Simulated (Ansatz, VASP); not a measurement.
One calculation of CdS, two programs

File POSCAR:

```
CdS
1.0
    4.3649718645      0.0000000000      0.0000000000
   -2.1824859322      3.7801765214      0.0000000000
    0.0000000000      0.0000000000      6.0559931969
Cd S
2 2
Direct
    0.3333333333      0.6666666667      0.0000000000
    0.6666666667      0.3333333333      0.5000000000
    0.3333333333      0.6666666667      0.3850000000
    0.6666666667      0.3333333333      0.8850000000
```

Contents of INCAR.step1:

```
SYSTEM = CdS
PREC = Accurate ; ENCUT = 520
ISMEAR = 0 ; SIGMA = 0.05
LREAL = .False. ; LASPH = .True.
NELM = 80 ; NBANDS = 26
GGA = PE ; ALGO = Normal
EDIFF = 1E-4 ; LWAVE = .True.
LCHARG = .False.
```

INCAR.step2

```
SYSTEM = CdS
PREC = Accurate ; ENCUT = 520
EDIFF = 1E-7 ; ISMEAR = 0
SIGMA = 0.05 ; LREAL = .False.
LASPH = .True. ; NELM = 80
ALGO = Normal ; ISIF = 2
LWAVE = .False. ; LCHARG = .True.
METAGGA = R2SCAN ; LMIXTAU = .True.
LELF = .True. ; LVHAR = .True.
NBANDS = 26 ; ISTART = 1
```

Contents of KPOINTS:

```
regular mesh
0
Gamma
  12 12 6
  0 0 0
```

Input for Ansatz:

```yaml
crystal:
  lattice:
    - [4.3649718645, 0.0, 0.0]
    - [-2.1824859322, 3.7801765214, 0.0]
    - [0.0, 0.0, 6.0559931969]
  atoms:
    - { symbol: Cd, position: [0.3333333333, 0.6666666667, 0.0] }
    - { symbol: Cd, position: [0.6666666667, 0.3333333333, 0.5] }
    - { symbol: S, position: [0.3333333333, 0.6666666667, 0.385] }
    - { symbol: S, position: [0.6666666667, 0.3333333333, 0.885] }
basis:
  ecutwfc: 500
kpoints:
  mp_grid: { grid: [12, 12, 6] }
hamiltonian:
  xc: r2scan
scf:
  occupations: { method: gaussian, width: 0.05 }
output:
  forces: true
  stress: true
  eigenvalues: true
```

Alike in both runs: task single point; functional r2SCAN; k mesh 12 × 12 × 6; occupations gaussian, width 0.05 eV; no spin polarisation.

|  | VASP | Ansatz |
| --- | --- | --- |
| version | VASP 6.6.1 | Ansatz 0.2.0 |
| potentials or method | VASP PAW PBE potentials, release 64 (Cd, S), cutoff 520 eV | scalar-relativistic, plane waves, PAW |
| valence electrons in the cell | 36 | 52 |

|  | VASP | Ansatz | Ansatz less VASP |
| --- | --- | --- | --- |
| gap on the k mesh at the Fermi level (eV) | 1.63 | 1.64 | +0.012 |
| least direct gap on the mesh (eV) | 1.63 | 1.64 | +0.012 |
| pressure (GPa) | 3.2 | 2.9 | -0.37 |
| traceless stress, the component that is largest in VASP (GPa) | 12.01 | 11.77 | -0.241 |
| rms of the force components (eV/Å) | 0.924 | 0.900 | -0.0234 |

VASP's potentials were made for PBE, not for r2SCAN. Atom by atom the forces differ by 0.023 eV/Å (rms over components). VASP's potentials hold 36 valence electrons a cell and Ansatz's 52, so a difference there can come from the potentials and not from the codes.
